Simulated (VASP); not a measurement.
# MgO (CsCl type) (Pm-3m) in VASP: relaxation of cell and atoms with PBE

Aim: the relaxation of cell and atoms of MgO (CsCl type) with PBE.

All numbers are computed with VASP 6.6.1; they aren't measurements. Logs are shortened: lines on timing, memory, paths and dates and some standing lists are left out, and cuts for length are marked.

### Step 1. The cell of the first run

Symmetry: Pm-3m, No. 221, cubic system. The conventional cell has a = 2.781 Å, b = 2.781 Å, c = 2.781 Å, α = 90.00°, β = 90.00°, γ = 90.00°. Mg (site symmetry m-3m) has 8 O at 2.41 Å and 6 Mg at 2.78 Å within 3.2 Å. O (site symmetry m-3m) has 8 Mg at 2.41 Å and 6 O at 2.78 Å within 3.2 Å.

### Step 2. Relaxation of cell and atoms, PBE

Input file INCAR:

```
SYSTEM = MgO
ALGO = Normal ; EDIFF = 1E-7
EDIFFG = -0.005 ; ENCUT = 840
GGA = PE ; GGA_COMPAT = .False.
IBRION = 2 ; ISIF = 3
ISMEAR = -1 ; LASPH = .True.
LCHARG = .False. ; LREAL = .False.
LWAVE = .False. ; NELM = 120
NELMIN = 4 ; NSW = 60
PREC = Accurate ; SIGMA = 0.08
```

Input file KPOINTS:

```
k-points
0
Gamma
  15 15 15
  0 0 0
```

Input file POSCAR:

```
MgO
1.0
    2.7810396356      0.0000000000      0.0000000000
    0.0000000000      2.7810396356      0.0000000000
    0.0000000000      0.0000000000      2.7810396356
Mg O
1 1
Direct
    0.0000000000      0.0000000000      0.0000000000
    0.5000000000      0.5000000000      0.5000000000
```

Potentials or basis: VASP PAW PBE potentials, release 64 (Mg_sv, O).

Launch:

```sh
$ cat potpaw_PBE.64/Mg_sv/POTCAR potpaw_PBE.64/O/POTCAR > POTCAR
$ mpirun -np 1 vasp_std > vasp.out
```

OUTCAR:

```text
SYSTEM = MgO
   EDIFF = 1E-7
   EDIFFG = -0.005
   ENCUT = 840
   GGA = PE
   IBRION = 2
   ISIF = 3
   ISMEAR = -1
   LASPH = .True.
   LREAL = .False.
   NELM = 120
   NELMIN = 4
   NSW = 60
   PREC = Accurate

 ion  position               nearest neighbor table
   1  0.000  0.000  0.000-
   2  0.500  0.500  0.500-

  LATTYP: Found a simple cubic cell.
 ALAT       =     2.7810396356

  Lattice vectors:

 A1 = (   2.7810396356,   0.0000000000,   0.0000000000)
 A2 = (   0.0000000000,   2.7810396356,   0.0000000000)
 A3 = (   0.0000000000,   0.0000000000,   2.7810396356)

Analysis of symmetry for initial positions (statically):
=====================================================================
 Subroutine PRICEL returns:
 Original cell was already a primitive cell.

 Routine SETGRP: Setting up the symmetry group for a
 simple cubic supercell.

 Subroutine GETGRP returns: Found 48 space group operations
 (whereof 48 operations were pure point group operations)
 out of a pool of 48 trial point group operations.

The static configuration has the point symmetry O_h .

Analysis of symmetry for dynamics (positions and initial velocities):
=====================================================================
 Subroutine PRICEL returns:
 Original cell was already a primitive cell.

 Routine SETGRP: Setting up the symmetry group for a
 simple cubic supercell.

 Subroutine GETGRP returns: Found 48 space group operations
 (whereof 48 operations were pure point group operations)
 out of a pool of 48 trial point group operations.

The dynamic configuration has the point symmetry O_h .

 Subroutine INISYM returns: Found 48 space group operations
 (whereof 48 operations are pure point group operations),
 and found     1 'primitive' translations

----------------------------------------------------------------------------------------

                                     Primitive cell

  volume of cell :      21.5091

  direct lattice vectors                    reciprocal lattice vectors
     2.781039636  0.000000000  0.000000000     0.359577759  0.000000000  0.000000000
     0.000000000  2.781039636  0.000000000     0.000000000  0.359577759  0.000000000
     0.000000000  0.000000000  2.781039636     0.000000000  0.000000000  0.359577759

  length of vectors
     2.781039636  2.781039636  2.781039636     0.359577759  0.359577759  0.359577759

  position of ions in fractional coordinates (direct lattice)
     0.000000000  0.000000000  0.000000000
     0.500000000  0.500000000  0.500000000

  ion indices of the primitive-cell ions
   primitive index   ion index
                 1           1
                 2           2

----------------------------------------------------------------------------------------

 KPOINTS: k-points

Automatic generation of k-mesh.
 Grid dimensions read from file:
 generate k-points for:   15   15   15

 Generating k-lattice:

  Cartesian coordinates                     Fractional coordinates (reciprocal lattice)
     0.023971851  0.000000000  0.000000000     0.066666667  0.000000000  0.000000000
     0.000000000  0.023971851  0.000000000     0.000000000  0.066666667  0.000000000
     0.000000000  0.000000000  0.023971851     0.000000000  0.000000000  0.066666667

  Length of vectors
     0.023971851  0.023971851  0.023971851

  Shift w.r.t. Gamma in fractional coordinates (k-lattice)
     0.000000000  0.000000000  0.000000000

 Subroutine IBZKPT returns following result:
 ===========================================

 Found    120 irreducible k-points:

 Following reciprocal coordinates:
            Coordinates               Weight
  0.000000  0.000000  0.000000      1.000000
  0.066667  0.000000  0.000000      6.000000
  0.133333  0.000000  0.000000      6.000000
  0.200000  0.000000  0.000000      6.000000
  0.266667  0.000000  0.000000      6.000000
  0.333333  0.000000  0.000000      6.000000
[... 16 lines left out ...]
  0.266667  0.200000  0.000000     24.000000
  0.333333  0.200000  0.000000     24.000000
 [... further k-points ...]
   k-points           NKPTS =    120   k-points in BZ     NKDIM =    120   number of bands    NBANDS=     12
   number of dos      NEDOS =    301   number of ions     NIONS =      2
   total plane-waves  NPLWV =  21952
   dimension x,y,z NGX =    28 NGY =   28 NGZ =   28
   dimension x,y,z NGXF=    56 NGYF=   56 NGZF=   56
   ions per type =               1   1
   NGX,Y,Z   is equivalent  to a cutoff of  16.74, 16.74, 16.74 a.u.
   NGXF,Y,Z  is equivalent  to a cutoff of  33.48, 33.48, 33.48 a.u.
 SYSTEM =  MgO
   PREC   = accura    normal or accurate (medium, high low for compatibility)
   ISTART =      0    job   : 0-new  1-cont  2-samecut
   ICHARG =      2    charge: 1-file 2-atom 10-const
   ISPIN  =      1    spin polarized calculation?
   LNONCOLLINEAR =      F non collinear calculations
   LSORBIT =      F    spin-orbit coupling
   LASPH  =      T    aspherical Exc in radial PAW
   ENCUT  =  840.0 eV  61.74 Ry    7.86 a.u.   6.57  6.57  6.57*2*pi/ulx,y,z
   NELM   =    120;   NELMIN=  4; NELMDL= -5     # of ELM steps
   EDIFF  = 0.1E-06   stopping-criterion for ELM
   LREAL  =      F    real-space projection
   EDIFFG = -.5E-02   stopping-criterion for IOM
   NSW    =     60    number of steps for IOM
   IBRION =      2    ionic relax: 0-MD 1-quasi-New 2-CG
   NFREE  =      1    steps in history (QN), initial steepest desc. (CG)
   ISIF   =      3    stress and relaxation
   ISYM   =      2    0-nonsym 1-usesym 2-fastsym
   POTIM  = 0.5000    time-step for ionic-motion
   TEBEG  =    0.0;   TEEND  =   0.0 temperature during run
   PSTRESS=    0.0 pullay stress
   NELECT =      16.0000    total number of electrons
   NUPDOWN=      -1.0000    fix difference up-down
   EMIN   =  10.00;   EMAX   =-10.00  energy-range for DOS
   EFERMI =   0.00;   METHOD = LEGACY
   ISMEAR =    -1;   SIGMA  =   0.08  broadening in eV -4-tet -1-fermi 0-gaus
   EFERMI_NEDOS =   21; number of points for ismear=-14 and -15
   IALGO  =     38    algorithm
   IMIX   =      4    mixing-type and parameters
     AMIX     =   0.40;   BMIX     =  1.00
     AMIX_MAG =   1.60;   BMIX_MAG =  1.00
  volume/ion in A,a.u.               =      10.75        72.58
  Fermi-wavevector in a.u.,A,eV,Ry     =   1.483341  2.803108 29.936903  2.200300
  Thomas-Fermi vector in A             =   2.597015
   LORBIT       =      0    0 simple, 1 ext, 2 COOP (PROOUT), +10 PAW based schemes
   GGA     = PE    functional components
   LHFCALC =     F    Hartree Fock is set to
   AEXX    =    0.0000 exact exchange contribution
   IVDW    =     0    specifies the selected vdW correction
   LEPSILON=     F    determine dielectric tensor
   LRPA    =     F    only Hartree local field effects (RPA)
 conjugate gradient relaxation of ions
 non-spin polarized calculation
  energy-cutoff  :      840.00
  volume of cell :       21.51
 maximum number of plane-waves:      1213
 NGX is ok and might be reduce to    28
   NGX = 13   NGY = 13   NGZ = 13

--------------------------------------- Ionic step        1  -------------------------------------------

 number of electron      15.9999983 magnetization

 Free energy of the ion-electron system (eV)
  ---------------------------------------------------
  ext. energy  EPLUGINS =         0.00000000
  ---------------------------------------------------
  free energy    TOTEN  =       -10.26256598 eV

  energy without entropy =      -10.26256277  energy(sigma->0) =      -10.26256437

------------------------ aborting loop because EDIFF is reached ----------------------------------------

  FORCE on cell =-STRESS in cart. coord.  units (eV):
  Direction    XX          YY          ZZ          XY          YZ          ZX
  --------------------------------------------------------------------------------------
  -------------------------------------------------------------------------------------
  Total       -1.9213856     -1.9213856     -1.9213856      0.0000000     -0.0000000     -0.0000000
  in kB     -143.1210717   -143.1210717   -143.1210717      0.0000000     -0.0000000     -0.0000000
  external PRESSURE =    -143.1210717 kB  Pullay stress =       0.0000000 kB

 VOLUME and BASIS-vectors are now :
 -----------------------------------------------------------------------------
  energy-cutoff  :      840.00
  volume of cell :       21.51
      direct lattice vectors                 reciprocal lattice vectors
     2.781039636  0.000000000  0.000000000     0.359577759  0.000000000  0.000000000
     0.000000000  2.781039636  0.000000000     0.000000000  0.359577759  0.000000000
     0.000000000  0.000000000  2.781039636     0.000000000  0.000000000  0.359577759
[... 37 lines left out ...]
 POSITION                                       TOTAL-FORCE (eV/Angst)
 -----------------------------------------------------------------------------------
      0.00000      0.00000      0.00000        -0.000000      0.000000      0.000000
      1.32607      1.32607      1.32607         0.000000     -0.000000      0.000000
 -----------------------------------------------------------------------------------
    total drift:                               -0.000000      0.000000      0.000000

  FREE ENERGIE OF THE ION-ELECTRON SYSTEM (eV)
  ---------------------------------------------------
  free  energy   TOTEN  =       -10.3946190101 eV

  energy  without entropy=      -10.3946190056  energy(sigma->0) =      -10.39461901

--------------------------------------- Ionic step        3  -------------------------------------------

 number of electron      16.0000006 magnetization

 Free energy of the ion-electron system (eV)
  ---------------------------------------------------
  ext. energy  EPLUGINS =         0.00000000
  ---------------------------------------------------
  free energy    TOTEN  =       -10.39546587 eV

  energy without entropy =      -10.39546587  energy(sigma->0) =      -10.39546587

 E-fermi :   5.7389     XC(G=0): -11.4777

 val. band max:        4.4526491593   @ k =   0.4667   0.4667   0.0000
 cond. band min:       6.7248493087   @ k =   0.0000   0.0000   0.0000
 fundamental gap:      2.2722001494
 Fermi energy:         5.7388700373

 k-point     1 :       0.0000    0.0000    0.0000
  band No.  band energies     occupation
      1     -70.3088      2.00000
      2     -37.0059      2.00000
      3     -37.0059      2.00000
      4     -37.0059      2.00000
      5     -13.8267      2.00000
      6       3.4959      2.00000
      7       3.4959      2.00000
      8       3.4959      2.00000
      9       6.7248      0.00001
     10      14.8594      0.00000
     11      14.8594      0.00000
     12      24.3068      0.00000

 k-point     2 :       0.0667    0.0000    0.0000
  band No.  band energies     occupation
      1     -70.3082      2.00000
      2     -37.0111      2.00000
      3     -37.0054      2.00000
      4     -37.0054      2.00000
      5     -13.7839      2.00000
      6       3.0808      2.00000
      7       3.5137      2.00000
      8       3.5137      2.00000
      9       7.0421      0.00000
     10      14.9463      0.00000
     11      14.9499      0.00000
     12      24.2358      0.00000
[... 316 lines left out ...]
 k-point    24 :       0.3333    0.2000    0.0000
  band No.  band energies     occupation
      1     -70.2960      2.00000
      2     -37.0899      2.00000
      3     -37.0372      2.00000
      4     -36.9946      2.00000
      5     -12.7097      2.00000
      6      -0.3836      2.00000
      7       2.0285      2.00000
      8       3.9855      2.00000
      9      11.0919      0.00000
     10      14.2218      0.00000
     11      16.2811      0.00000
     12      22.1425      0.00000

 [... further k-points ...]

------------------------ aborting loop because EDIFF is reached ----------------------------------------

  FORCE on cell =-STRESS in cart. coord.  units (eV):
  Direction    XX          YY          ZZ          XY          YZ          ZX
  --------------------------------------------------------------------------------------
  -------------------------------------------------------------------------------------
  Total        0.0063728      0.0063728      0.0063728     -0.0000000     -0.0000000     -0.0000000
  in kB        0.5419929      0.5419929      0.5419929     -0.0000000     -0.0000000     -0.0000000
  external PRESSURE =       0.5419929 kB  Pullay stress =       0.0000000 kB

 VOLUME and BASIS-vectors are now :
 -----------------------------------------------------------------------------
  energy-cutoff  :      840.00
  volume of cell :       18.84
      direct lattice vectors                 reciprocal lattice vectors
     2.660821785  0.000000000 -0.000000000     0.375823742 -0.000000000 -0.000000000
     0.000000000  2.660821785  0.000000000    -0.000000000  0.375823742  0.000000000
     0.000000000 -0.000000000  2.660821785     0.000000000 -0.000000000  0.375823742

 POSITION                                       TOTAL-FORCE (eV/Angst)
 -----------------------------------------------------------------------------------
      0.00000      0.00000      0.00000        -0.000000      0.000000      0.000000
      1.33041      1.33041      1.33041         0.000000     -0.000000      0.000000
 -----------------------------------------------------------------------------------
    total drift:                               -0.000000      0.000000      0.000000

  FREE ENERGIE OF THE ION-ELECTRON SYSTEM (eV)
  ---------------------------------------------------
  free  energy   TOTEN  =       -10.3954658745 eV

  energy  without entropy=      -10.3954658670  energy(sigma->0) =      -10.39546587

 reached required accuracy - stopping structural energy minimisation
```

Wall time 51 s (1 thread of Intel Xeon 6975P-C (Granite Rapids), shared host); peak memory 0.2 GiB.

What came out:

```
Free energy                           : -10.3955 eV
Relaxed volume                        : 9.42 Å³/atom
Relaxed cell                          : a = 2.661 Å, b = 2.661 Å, c = 2.661 Å, α = 90.00°, β = 90.00°, γ = 90.00°
Space group after relaxing (to 0.1 Å) : Pm-3m (No. 221)
Energy gained by relaxing             : 66.4 meV/atom
Ionic steps                           : 3
Pressure after relaxing               : 0.1 GPa
Band gap on the k mesh                : 2.27 eV (least direct gap 3.23 eV)
```

The path:
```
step  energy change (eV)  largest force (eV/Å)  pressure (GPa)  volume (Å³)
   1              0.0000                0.0000          -14.31        21.51
   2             -0.1321                0.0000            1.44        18.65
   3             -0.1329                0.0000            0.05        18.84
```

Final structure:
```
Mg O
1.0
     2.66082    0.00000    0.00000
     0.00000    2.66082    0.00000
     0.00000    0.00000    2.66082
Mg O
1 1
Direct
  0.00000 0.00000 0.00000
  0.50000 0.50000 0.50000
```

Levels at points of the mesh, in eV from the valence-band top:
| k point | band 6 | band 7 | band 8 | band 9 | band 10 | band 11 |
| --- | --- | --- | --- | --- | --- | --- |
| (0.00, 0.00, 0.00) | -0.96 | -0.96 | -0.96 | 2.27 | 10.41 | 10.41 |

Caveat: an odd mesh through Γ misses points on the zone boundary, where band edges can lie.
